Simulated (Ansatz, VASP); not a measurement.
## S3O in VASP and in Ansatz

```
S O
1.0
     6.26806    0.00000    0.00000
    -3.13403    5.42830    0.00000
     0.00000    0.00000    3.24480
S O
6 2
Direct
  0.16927 0.33854 0.25000
  0.66146 0.83073 0.25000
  0.16927 0.83073 0.25000
  0.83073 0.66146 0.75000
  0.33854 0.16927 0.75000
  0.83073 0.16927 0.75000
  0.33333 0.66667 0.75000
  0.66667 0.33333 0.25000
```

Change from the starting cell: species swapped into the CdAu3 type (P6_3/mmc, No. 194).

Alike in both runs: task relaxation of cell and atoms; functional PBE; dispersion D3(BJ); k mesh 6 × 6 × 12; occupations gaussian, width 0.1 eV; no spin polarisation.

```csv
,VASP,Ansatz
version,VASP 6.6.1,Ansatz 0.2.0
potentials or method,"VASP PAW PBE potentials, release 64 (S, O), cutoff 600 eV","scalar-relativistic, plane waves, PAW"
valence electrons in the cell,48,48
```

Ansatz gave:

```
gap on the k mesh at the Fermi level, each at its own relaxed structure (eV) : none
relaxed volume (Å³/atom)                                                     : 13.77
relaxed length of the cell vector where the two differ most in proportion (Å)              : 3.223
```

**Question.** What did VASP give for the same quantities?

**Answer.** gap on the k mesh at the Fermi level, each at its own relaxed structure (eV): none; relaxed volume (Å³/atom): 13.74; relaxed length of the cell vector where the two differ most in proportion (Å): 3.218.

A gap of «none» marks a metal or a gap that the smearing closes.
